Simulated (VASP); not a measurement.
A run of VASP 6.6.1 is set up as follows.

INCAR

```
SYSTEM = Hf4Te
ALGO = Fast
EDIFF = 1E-7
ENCUT = 520
GGA = PE
ISIF = 2
ISMEAR = 0
LASPH = .TRUE.
LCHARG = .TRUE.
LELF = .TRUE.
LREAL = .FALSE.
LVHAR = .TRUE.
LWAVE = .FALSE.
NBANDS = 57
NELM = 100
PREC = Accurate
SIGMA = 0.1
```

The input KPOINTS:

```
k-points
0
G
  8 8 2
  0 0 0
```

Contents of POSCAR:

```
Hf4Te
1.0
    3.7595961214      0.0000000000      0.0000000000
    0.0000000000      3.7595961214      0.0000000000
    0.0000000000      0.0000000000     17.1648227724
Hf Te
8 2
Direct
    0.0000000000      0.5000000000      0.7276395434
    0.5000000000      0.0000000000      0.6417301758
    0.5000000000      0.0000000000      0.8294970847
    0.0000000000      0.5000000000      0.5495340176
    0.5000000000      0.0000000000      0.4504659824
    0.5000000000      0.0000000000      0.2723604566
    0.0000000000      0.5000000000      0.3582698242
    0.0000000000      0.5000000000      0.1705029153
    0.0000000000      0.5000000000      0.9077576188
    0.5000000000      0.0000000000      0.0922423812
```

Potentials or basis: VASP PAW PBE potentials, release 64 (Hf_pv, Te).

Command:

```console
$ cat potpaw_PBE.64/Hf_pv/POTCAR potpaw_PBE.64/Te/POTCAR > POTCAR
$ mpirun -np 1 vasp_std > vasp.out
```

(1) What does it give for the pressure?

(2) What does it give for the band gap on the k mesh?

Answers

(1) -0.3 GPa.

(2) zero (bands 46 and 47 overlap by 1.25 eV).

Caveat: spin-orbit coupling is left out, which moves the levels of the heavy elements; this functional lacks dispersion, which binds layers or chains, so the pressure and a relaxed spacing across them are unreliable.
